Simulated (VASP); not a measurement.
SiC: single point with PBE

SiC:

```xyz
4
Lattice="2.2337 2.2337 0.0000 -2.2337 2.2337 0.0000 0.0000 0.0000 4.3272" Properties=species:S:1:pos:R:3 pbc="T T T"
Si    1.1168    1.1168    3.2454
Si   -1.1168    1.1168    1.0818
C     0.0000    0.0000    0.0000
C     0.0000    2.2337    2.1636
```

This cell differs from its parent crystal: biaxial strain in the a-b plane: +2.0 %.

```
Program             : VASP 6.6.1
Task                : single point
Functional          : PBE
Potentials or basis : VASP PAW PBE potentials, release 64 (Si, C)
Cutoff              : 520 eV
k mesh              : 10 × 10 × 6
Occupations         : gaussian, width 0.02 eV
Spin                : no spin polarisation
```

The pressure is -5.6 GPa. The band gap on the k mesh is 1.08 eV.

Stress tensor (GPa, compression positive):
```
-8.19  0.00  0.00
 0.00 -8.19  0.00
 0.00  0.00 -0.57
```

Levels at points of the mesh, in eV from the valence-band top:
```csv
k point,band 4,band 5,band 6,band 7,band 8,band 9,band 10,band 11,band 12,band 13
"(0.00, 0.00, 0.00)",-3.46,-3.46,-0.20,-0.20,0.00,1.08,3.68,5.59,6.82,6.92
"(0.50, 0.00, 0.00)",-5.88,-4.17,-4.17,-1.51,-1.51,4.96,4.96,8.28,8.28,8.54
"(0.50, 0.50, 0.00)",-7.93,-3.15,-3.15,-3.10,-3.10,1.36,1.36,4.22,4.22,12.97
"(0.00, 0.00, 0.50)",-3.33,-2.18,-2.18,-2.18,-2.18,3.73,3.73,5.88,5.88,10.03
"(0.50, 0.00, 0.50)",-8.44,-1.36,-1.36,-1.00,-1.00,4.84,4.84,6.70,6.70,7.22
"(0.50, 0.50, 0.50)",-7.17,-4.97,-4.97,-4.67,-4.67,5.30,5.30,9.12,9.12,9.49
```

It took 18 s on 1 thread of Intel(R) Xeon(R) 6975P-C (Granite Rapids), on a shared host, peak memory 0.17 GiB.

Caveat: the cell differs from its parent crystal (biaxial strain in the a-b plane: +2.0 %). A k mesh can miss the band edges.
